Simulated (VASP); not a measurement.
Wanted: the native input for a VASP 6.6.1 run.

* Task: single point
* Functional: PBEsol
* Potentials or basis: VASP PAW PBE potentials, release 64 (Al, N)
* Cutoff: 600 eV
* k mesh: 8 × 8 × 8
* Occupations: fermi-dirac, width 0.02 eV
* Spin: no spin polarisation
* Dipole correction: no
* Further INCAR settings: ALGO = Normal; EDIFF = 1e-06; NBANDS = 11

The structure of AlN lies in POSCAR:

```
AlN
1.0
    0.0000000000      1.9690000000      1.9099300000
    1.9690000000      0.0000000000      1.9099300000
    1.9690000000      1.9690000000      0.0000000000
Al N
1 1
Direct
    0.0000000000      0.0000000000      0.0000000000
    0.5000000000      0.5000000000      0.5000000000
```

The input as run:

INCAR

```
  ALGO = Normal
  EDIFF = 1E-6
  ENCUT = 600
  GGA = PS
  GGA_COMPAT = F
  ISIF = 2
  ISMEAR = -1
  LASPH = T
  LCHARG = F
  LREAL = F
  LWAVE = F
  NBANDS = 11
  NELM = 120
  PREC = Accurate
  SIGMA = 0.02
```

KPOINTS

```
k-points
0
Gamma
  8 8 8
```

Potentials or basis: VASP PAW PBE potentials, release 64 (Al, N).

The run is started by

```bash
$ cat potpaw_PBE.64/Al/POTCAR potpaw_PBE.64/N/POTCAR > POTCAR
$ mpirun -np 1 vasp_std > vasp.out
```

Results of the run:

* Pressure: 36.8 GPa
* Band gap on the k mesh: 4.64 eV, indirect (least direct gap 7.24 eV)

Caveat: the PAW data sets were made with another functional, which shifts forces and pressure a little.

Wall time 6 s on 1 thread of Intel Xeon 6975P-C (shared host), peak memory 0.14 GiB.
